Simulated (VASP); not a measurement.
# Nb6ZnAu2 (C2/m) in VASP: single point with PBEsol

Aim: the single point of Nb6ZnAu2 with PBEsol.

Everything below comes from runs of VASP 6.6.1. Logs are shortened: lines on timing, memory, paths and dates and some standing lists are left out, and cuts for length are marked.

## (1) The cell of the first run

Symmetry: C2/m, No. 12, monoclinic system. Conventional cell: a = 9.253 Å, b = 5.026 Å, c = 8.554 Å, α = 90.00°, β = 98.07°, γ = 90.00°. Au (site symmetry m) has 1 Zn at 2.35 Å and 10 Nb at 2.90 to 3.42 Å within 3.5 Å. Zn (site symmetry 2/m) has 2 Au at 2.35 Å and 6 Nb at 2.86 to 3.17 Å within 3.2 Å. Within 4.2 Å of Nb (site symmetry m) lie 3 Au at 2.99 to 3.01 Å and 11 Nb at 2.99 to 4.11 Å and 2 Zn at 3.48 Å. Within 3.9 Å of Nb (site symmetry m) lie 3 Zn at 2.86 to 3.17 Å and 8 Nb at 2.94 to 3.86 Å and 3 Au at 3.04 to 3.22 Å. Nb (site symmetry m) has 4 Au at 2.90 to 3.42 Å and 7 Nb at 2.95 to 3.37 Å within 3.8 Å.

## (2) Single point, PBEsol

File INCAR:

```
SYSTEM = Nb6ZnAu2
PREC     = Accurate       ! precision mode
ENCUT    = 520            ! plane-wave cutoff, eV
EDIFF    = 1E-6           ! SCF threshold, eV
ISMEAR   = -1             ! smearing method
SIGMA    = 0.1            ! smearing width, eV
LREAL    = .False.        ! projectors in reciprocal space
LASPH    = .True.         ! aspherical terms in the spheres
NELM     = 60             ! most SCF steps
ALGO     = Normal         ! electronic algorithm
ISIF     = 2              ! what is computed and relaxed
LWAVE    = .False.        ! write WAVECAR
LCHARG   = .False.        ! write CHGCAR
GGA      = PS             ! functional
NBANDS   = 66             ! bands
```

File KPOINTS:

```
regular mesh
0
Gamma
  6 6 4
  0 0 0
```

File POSCAR:

```
Nb6ZnAu2
1.0
    0.0000000000      5.0258500000      0.0000000000
    4.6265950000     -2.5129250000      0.0000000000
    1.2008950000      0.0000000000     -8.4696950000
Au Zn Nb
2 1 6
Direct
    0.1447400000      0.2894800000      0.7509700000
    0.8552600000      0.7105200000      0.2490300000
    0.0000000000      0.0000000000      0.0000000000
    0.4703000000      0.9406000000      0.7247000000
    0.5297000000      0.0594000000      0.2753000000
    0.2926000000      0.5852000000      0.0705000000
    0.7074000000      0.4148000000      0.9295000000
    0.1736000000      0.3472000000      0.4092000000
    0.8264000000      0.6528000000      0.5908000000
```

Potentials or basis: VASP PAW PBE potentials, release 64 (Au, Zn, Nb_sv).

Command:

```bash
$ cat potpaw_PBE.64/Au/POTCAR potpaw_PBE.64/Zn/POTCAR potpaw_PBE.64/Nb_sv/POTCAR > POTCAR
$ mpirun -np 1 vasp_std > vasp.out
```

OUTCAR:

```text
SYSTEM = Nb6ZnAu2
   PREC = Accurate
   ENCUT = 520
   EDIFF = 1E-6
   ISMEAR = -1
   LREAL = .False.
   LASPH = .True.
   NELM = 60
   ISIF = 2
   GGA = PS

 ion  position               nearest neighbor table
   1  0.145  0.289  0.751-   3 2.35   8 2.90   4 2.99   4 3.01   4 3.01   7 3.04   7 3.04   9 3.22
                             9 3.22   6 3.22
   2  0.855  0.711  0.249-   3 2.35   9 2.90   5 2.99   5 3.01   5 3.01   6 3.04   6 3.04   8 3.22
                             8 3.22   7 3.22
   3  0.000  0.000  0.000-   1 2.35   2 2.35   6 2.86   7 2.86
   4  0.470  0.941  0.725-   1 2.99   7 2.99   1 3.01   1 3.01
   5  0.530  0.059  0.275-   2 2.99   6 2.99   2 3.01   2 3.01
   6  0.293  0.585  0.071-   3 2.86   7 2.94   7 2.94   8 2.95   5 2.99   2 3.04   2 3.04   1 3.22

   7  0.707  0.415  0.929-   3 2.86   6 2.94   6 2.94   9 2.95   4 2.99   1 3.04   1 3.04   2 3.22

   8  0.174  0.347  0.409-   1 2.90   6 2.95   2 3.22   2 3.22
   9  0.826  0.653  0.591-   2 2.90   7 2.95   1 3.22   1 3.22

  LATTYP: Found a base centered monoclinic cell.
 ALAT       =     9.2531900000
 B/A-ratio  =     0.5431478225
 C/A-ratio  =     0.9244819548
 COS(beta)  =    -0.1403831937

  Lattice vectors:

 A1 = (  -4.6265950000,  -2.5129250000,   0.0000000000)
 A2 = (  -4.6265950000,   2.5129250000,   0.0000000000)
 A3 = (   1.2008950000,   0.0000000000,  -8.4696950000)

Analysis of symmetry for initial positions (statically):
=====================================================================
 Subroutine PRICEL returns:
 Original cell was already a primitive cell.

 Routine SETGRP: Setting up the symmetry group for a
 base centered monoclinic supercell.

 Subroutine GETGRP returns: Found  4 space group operations
 (whereof  4 operations were pure point group operations)
 out of a pool of  4 trial point group operations.

The static configuration has the point symmetry C_2h.

Analysis of symmetry for dynamics (positions and initial velocities):
=====================================================================
 Subroutine PRICEL returns:
 Original cell was already a primitive cell.

 Routine SETGRP: Setting up the symmetry group for a
 base centered monoclinic supercell.

 Subroutine GETGRP returns: Found  4 space group operations
 (whereof  4 operations were pure point group operations)
 out of a pool of  4 trial point group operations.

The dynamic configuration has the point symmetry C_2h.

 Subroutine INISYM returns: Found  4 space group operations
 (whereof  4 operations are pure point group operations),
 and found     1 'primitive' translations

----------------------------------------------------------------------------------------

                                     Primitive cell

  volume of cell :     196.9422

  direct lattice vectors                    reciprocal lattice vectors
     0.000000000  5.025850000  0.000000000     0.108070838  0.198971318  0.015323070
     4.626595000 -2.512925000  0.000000000     0.216141677  0.000000000  0.030646140
     1.200895000  0.000000000 -8.469695000     0.000000000  0.000000000 -0.118068006

  length of vectors
     5.025850000  5.264995095  8.554407180     0.226944240  0.218303482  0.118068006

  position of ions in fractional coordinates (direct lattice)
     0.144740000  0.289480000  0.750970000
     0.855260000  0.710520000  0.249030000
     0.000000000  0.000000000  0.000000000
     0.470300000  0.940600000  0.724700000
     0.529700000  0.059400000  0.275300000
     0.292600000  0.585200000  0.070500000
     0.707400000  0.414800000  0.929500000
     0.173600000  0.347200000  0.409200000
     0.826400000  0.652800000  0.590800000

  ion indices of the primitive-cell ions
   primitive index   ion index
                 1           1
                 2           2
                 3           3
                 4           4
                 5           5
                 6           6
                 7           7
                 8           8
                 9           9

----------------------------------------------------------------------------------------

 KPOINTS: regular mesh

Automatic generation of k-mesh.
 Grid dimensions read from file:
 generate k-points for:    6    6    4

 Generating k-lattice:

  Cartesian coordinates                     Fractional coordinates (reciprocal lattice)
     0.018011806  0.033161886  0.002553845     0.166666667  0.000000000 -0.000000000
     0.036023613  0.000000000  0.005107690     0.000000000  0.166666667 -0.000000000
     0.000000000  0.000000000 -0.029517001     0.000000000  0.000000000  0.250000000

  Length of vectors
     0.037824040  0.036383914  0.029517001

  Shift w.r.t. Gamma in fractional coordinates (k-lattice)
     0.000000000  0.000000000  0.000000000

 Subroutine IBZKPT returns following result:
 ===========================================

 Found     47 irreducible k-points:

 Following reciprocal coordinates:
            Coordinates               Weight
  0.000000  0.000000  0.000000      1.000000
  0.166667 -0.000000 -0.000000      4.000000
  0.333333 -0.000000  0.000000      4.000000
  0.500000 -0.000000 -0.000000      2.000000
  0.000000  0.166667 -0.000000      2.000000
  0.166667  0.166667  0.000000      4.000000
[... 16 lines left out ...]
  0.500000  0.166667  0.250000      4.000000
 -0.333333  0.166667  0.250000      4.000000
 [... further k-points ...]
   k-points           NKPTS =     47   k-points in BZ     NKDIM =     47   number of bands    NBANDS=     66
   number of dos      NEDOS =    301   number of ions     NIONS =      9
   total plane-waves  NPLWV = 102400
   dimension x,y,z NGX =    40 NGY =   40 NGZ =   64
   dimension x,y,z NGXF=    80 NGYF=   80 NGZF=  128
   ions per type =               2   1   6
   NGX,Y,Z   is equivalent  to a cutoff of  13.23, 12.63, 12.44 a.u.
   NGXF,Y,Z  is equivalent  to a cutoff of  26.46, 25.26, 24.88 a.u.
 SYSTEM =  Nb6ZnAu2
   PREC   = accura    normal or accurate (medium, high low for compatibility)
   ISTART =      0    job   : 0-new  1-cont  2-samecut
   ICHARG =      2    charge: 1-file 2-atom 10-const
   ISPIN  =      1    spin polarized calculation?
   LNONCOLLINEAR =      F non collinear calculations
   LSORBIT =      F    spin-orbit coupling
   LASPH  =      T    aspherical Exc in radial PAW
   ENCUT  =  520.0 eV  38.22 Ry    6.18 a.u.   9.34  9.79 15.91*2*pi/ulx,y,z
   NELM   =     60;   NELMIN=  2; NELMDL= -5     # of ELM steps
   EDIFF  = 0.1E-05   stopping-criterion for ELM
   LREAL  =      F    real-space projection
   EDIFFG = 0.1E-04   stopping-criterion for IOM
   NSW    =      0    number of steps for IOM
   IBRION =     -1    ionic relax: 0-MD 1-quasi-New 2-CG
   NFREE  =      0    steps in history (QN), initial steepest desc. (CG)
   ISIF   =      2    stress and relaxation
   ISYM   =      2    0-nonsym 1-usesym 2-fastsym
   POTIM  = 0.5000    time-step for ionic-motion
   TEBEG  =    0.0;   TEEND  =   0.0 temperature during run
   PSTRESS=    0.0 pullay stress
   NELECT =     112.0000    total number of electrons
   NUPDOWN=      -1.0000    fix difference up-down
   EMIN   =  10.00;   EMAX   =-10.00  energy-range for DOS
   EFERMI =   0.00;   METHOD = LEGACY
   ISMEAR =    -1;   SIGMA  =   0.10  broadening in eV -4-tet -1-fermi 0-gaus
   EFERMI_NEDOS =   21; number of points for ismear=-14 and -15
   IALGO  =     38    algorithm
   IMIX   =      4    mixing-type and parameters
     AMIX     =   0.40;   BMIX     =  1.00
     AMIX_MAG =   1.60;   BMIX_MAG =  1.00
  volume/ion in A,a.u.               =      21.88       147.67
  Fermi-wavevector in a.u.,A,eV,Ry     =   1.356338  2.563107 25.029994  1.839653
  Thomas-Fermi vector in A             =   2.483350
   LORBIT       =      0    0 simple, 1 ext, 2 COOP (PROOUT), +10 PAW based schemes
   GGA     = PS    functional components
   LHFCALC =     F    Hartree Fock is set to
   AEXX    =    0.0000 exact exchange contribution
   IVDW    =     0    specifies the selected vdW correction
   LEPSILON=     F    determine dielectric tensor
   LRPA    =     F    only Hartree local field effects (RPA)
 non-spin polarized calculation
  energy-cutoff  :      520.00
  volume of cell :      196.94
 maximum number of plane-waves:      5327
 NGX is ok and might be reduce to    40
   NGX = 19   NGY = 19   NGZ = 31

 number of electron     112.0000015 magnetization

 Free energy of the ion-electron system (eV)
  ---------------------------------------------------
  ext. energy  EPLUGINS =         0.00000000
  ---------------------------------------------------
  free energy    TOTEN  =       -69.39903926 eV

  energy without entropy =      -68.99636718  energy(sigma->0) =      -69.19770322

 E-fermi :   7.3225     XC(G=0): -11.4104

 val. band max:        7.3218669573   @ k =  -0.3333   0.1667   0.0000
 cond. band min:       7.3230431294   @ k =  -0.3333   0.1667   0.0000
 fundamental gap:      0.0011761721
 Fermi energy:         7.3224506757

 k-point     1 :       0.0000    0.0000    0.0000
  band No.  band energies     occupation
      1     -47.7911      2.00000
      2     -47.7869      2.00000
      3     -47.7055      2.00000
      4     -47.6875      2.00000
      5     -47.3410      2.00000
      6     -47.2669      2.00000
[... 58 lines left out ...]
     65       9.5421      0.00000
     66       9.7844      0.00000

 k-point     2 :       0.1667   -0.0000   -0.0000
  band No.  band energies     occupation
      1     -47.7896      2.00000
      2     -47.7859      2.00000
      3     -47.7058      2.00000
      4     -47.6897      2.00000
      5     -47.3361      2.00000
      6     -47.2719      2.00000
[... 1507 lines left out ...]
     65       9.3224      0.00000
     66       9.3933      0.00000

 k-point    24 :      -0.3333    0.1667    0.2500
  band No.  band energies     occupation
      1     -47.7866      2.00000
      2     -47.7846      2.00000
      3     -47.7062      2.00000
      4     -47.6935      2.00000
      5     -47.3226      2.00000
      6     -47.2855      2.00000
[... 58 lines left out ...]
     65       9.2337      0.00000
     66       9.4923      0.00000

 [... further k-points ...]

------------------------ aborting loop because EDIFF is reached ----------------------------------------

  FORCE on cell =-STRESS in cart. coord.  units (eV):
  Direction    XX          YY          ZZ          XY          YZ          ZX
  --------------------------------------------------------------------------------------
  -------------------------------------------------------------------------------------
  Total      -28.0464414    -30.5292950    -23.2372460      0.0000000      0.0000000      1.9083645
  in kB     -228.1652858   -248.3639625   -189.0411974      0.0000000      0.0000000     15.5250544
  external PRESSURE =    -221.8568152 kB  Pullay stress =       0.0000000 kB

 VOLUME and BASIS-vectors are now :
 -----------------------------------------------------------------------------
  energy-cutoff  :      520.00
  volume of cell :      196.94
      direct lattice vectors                 reciprocal lattice vectors
     0.000000000  5.025850000  0.000000000     0.108070838  0.198971318  0.015323070
     4.626595000 -2.512925000  0.000000000     0.216141677  0.000000000  0.030646140
     1.200895000  0.000000000 -8.469695000     0.000000000  0.000000000 -0.118068006

 POSITION                                       TOTAL-FORCE (eV/Angst)
 -----------------------------------------------------------------------------------
      2.24114      0.00000     -6.36049         1.158310      0.000000      1.953935
      3.58635      2.51293     -2.10921        -1.158310     -0.000000     -1.953935
      0.00000      0.00000      0.00000        -0.000000     -0.000000      0.000000
      5.22206      0.00000     -6.13799        -0.305667      0.000000     -0.224433
      0.60543      2.51293     -2.33171         0.305667      0.000000      0.224433
      2.79215      0.00000     -0.59711         0.744345      0.000000     -0.165909
      3.03534      2.51293     -7.87258        -0.744345     -0.000000      0.165909
      2.09776      0.00000     -3.46580         0.011741      0.000000     -0.176633
      3.72973      2.51293     -5.00390        -0.011741     -0.000000      0.176633
 -----------------------------------------------------------------------------------
    total drift:                                0.000000     -0.000000     -0.000000

  FREE ENERGIE OF THE ION-ELECTRON SYSTEM (eV)
  ---------------------------------------------------
  free  energy   TOTEN  =       -69.3990392629 eV

  energy  without entropy=      -68.9963671779  energy(sigma->0) =      -69.19770322
```

It took 14 min on 1 thread of Intel Xeon Platinum 8259CL at 2.50GHz (Skylake/Cascade Lake), shared host; peak memory 0.64 GiB.

Results:

```yaml
Free_energy: -69.3990 eV
Pressure: -22.2 GPa
Largest_force: 2.271 eV/Å
Band_gap_on_the_k_mesh: zero (bands 56 and 57 overlap by 0.40 eV)
```

Forces on the atoms (eV/Å):
```
Au   1.158  0.000  1.954
Au  -1.158  0.000 -1.954
Zn   0.000  0.000  0.000
Nb  -0.306  0.000 -0.224
Nb   0.306  0.000  0.224
Nb   0.744  0.000 -0.166
Nb  -0.744  0.000  0.166
Nb   0.012  0.000 -0.177
Nb  -0.012  0.000  0.177
```

Levels at points of the mesh, in eV from the Fermi level:
```tsv
k point	band 54	band 55	band 56	band 57	band 58	band 59
(0.00, 0.00, 0.00)	-0.55	-0.54	-0.19	-0.15	-0.03	0.75
(0.50, 0.00, 0.00)	-0.35	-0.30	-0.05	-0.02	0.15	0.30
(0.00, 0.50, 0.00)	-0.26	-0.10	0.07	0.39	0.46	0.47
(0.00, 0.00, 0.50)	-0.50	-0.37	-0.18	-0.13	0.32	0.51
(0.50, 0.00, 0.50)	-0.21	-0.19	0.05	0.08	0.34	0.48
(0.00, 0.50, 0.50)	-0.21	-0.04	-0.03	0.07	0.32	0.58
```

Caveat: the stress differs along the axes, from -25 to -19 GPa; the PAW data sets were made with another functional, which shifts forces and pressure a little; spin-orbit coupling is left out, which moves the levels of the heavy elements.
